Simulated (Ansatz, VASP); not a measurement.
## Two plane-wave programs on LiPb

File INCAR:

```
PREC = Accurate
ENCUT = 600
EDIFF = 1E-6
ISMEAR = -1
SIGMA = 0.15
LREAL = False
LASPH = True
NELM = 80
ALGO = Fast
ISIF = 3
LWAVE = False
LCHARG = False
GGA = CA
IBRION = 2
NSW = 80
EDIFFG = -0.001
```

KPOINTS

```
regular mesh
0
Gamma
  12 12 12
```

POSCAR

```
LiPb
1.0
    2.4495665345      1.4142578981      2.0002714103
   -2.4495665345      1.4142578981      2.0002714103
    0.0000000000     -2.8285157962      2.0002714102
Li Pb
1 1
Direct
    0.5000000000      0.5000000000      0.5000000000
    0.0000000000      0.0000000000      0.0000000000
```

Input for Ansatz:

```yaml
crystal:
  lattice:
    - [2.4495665345, 1.4142578981, 2.0002714103]
    - [-2.4495665345, 1.4142578981, 2.0002714103]
    - [0.0, -2.8285157962, 2.0002714102]
  atoms:
    - { symbol: Li, position: [0.5, 0.5, 0.5] }
    - { symbol: Pb, position: [0.0, 0.0, 0.0] }
basis:
  ecutwfc: 420
kpoints:
  mp_grid: { grid: [12, 12, 12] }
hamiltonian:
  xc: lda
scf:
  occupations: { method: fermi_dirac, width: 0.15 }
output:
  forces: true
  stress: true
  eigenvalues: true
relax:
  adjacent_minimum: "off"
  f_tol: 0.001
  max_steps: 60
  cell: { stress_tol: 0.01 }
```

Alike in both runs: task relaxation of cell and atoms; functional LDA; k mesh 12 × 12 × 12; occupations fermi-dirac, width 0.15 eV; no spin polarisation.

|  | VASP | Ansatz |
| --- | --- | --- |
| version | VASP 6.6.1 | Ansatz 0.2.0 |
| potentials or method | VASP PAW LDA potentials, release 64 (Li_sv, Pb_d), cutoff 600 eV | scalar-relativistic, plane waves, PAW |
| valence electrons in the cell | 17 | 17 |

```csv
,VASP,Ansatz,Ansatz less VASP
"gap on the k mesh at the Fermi level, each at its own relaxed structure (eV)",none,none,-
relaxed volume (Å³/atom),20.82,20.81,-0.011
relaxed cell length with the largest relative difference (Å),3.466,3.466,-0.0006
```

LDA's correlation is that of Perdew and Zunger in VASP and of Perdew and Wang (1992) in Ansatz. A gap of «none» marks a metal or a gap that the smearing closes.

Spin-orbit coupling is off throughout. Noted on VASP's run: the cutoff is short for stress, so the pressure is rough.
